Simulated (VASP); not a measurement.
Here is a VASP 6.6.1 calculation.

File INCAR:

```
SYSTEM = SnO
PREC = Accurate
ENCUT = 600
EDIFF = 1E-6
ISMEAR = 0
SIGMA = 0.01
LREAL = .FALSE.
LASPH = .TRUE.
NELM = 60
ALGO = Normal
ISIF = 3
LWAVE = .FALSE.
LCHARG = .FALSE.
GGA = PE
IBRION = 2
NSW = 80
EDIFFG = -0.001
```

File KPOINTS:

```
regular mesh
0
G
  10 10 8
  0 0 0
```

File POSCAR:

```
SnO
1.0
    3.8677643025      0.0000000000      0.0000000000
    0.0000000000      3.8677643025      0.0000000000
    0.0000000000      0.0000000000      5.0699830525
Sn O
2 2
Direct
    0.0000000000      0.5000000000      0.2287087015
    0.5000000000      0.0000000000      0.7712912985
    0.0000000000      0.0000000000      0.0000000000
    0.5000000000      0.5000000000      0.0000000000
```

Potentials or basis: VASP PAW PBE potentials, release 64 (Sn_d, O).

Run with:

```bash
$ cat potpaw_PBE.64/Sn_d/POTCAR potpaw_PBE.64/O/POTCAR > POTCAR
$ mpirun -np 1 vasp_std > vasp.out
```

(1) Predict the space group after relaxing (to 0.1 Å).

(2) What does it give for the band gap on the k mesh?

## Answers

(1) P4/nmm (No. 129).

(2) 0.44 eV (least direct gap 1.93 eV).

Caveat: semilocal functionals underestimate gaps, and a narrow one can read as zero; spin-orbit coupling is left out, which moves the levels of the heavy elements.
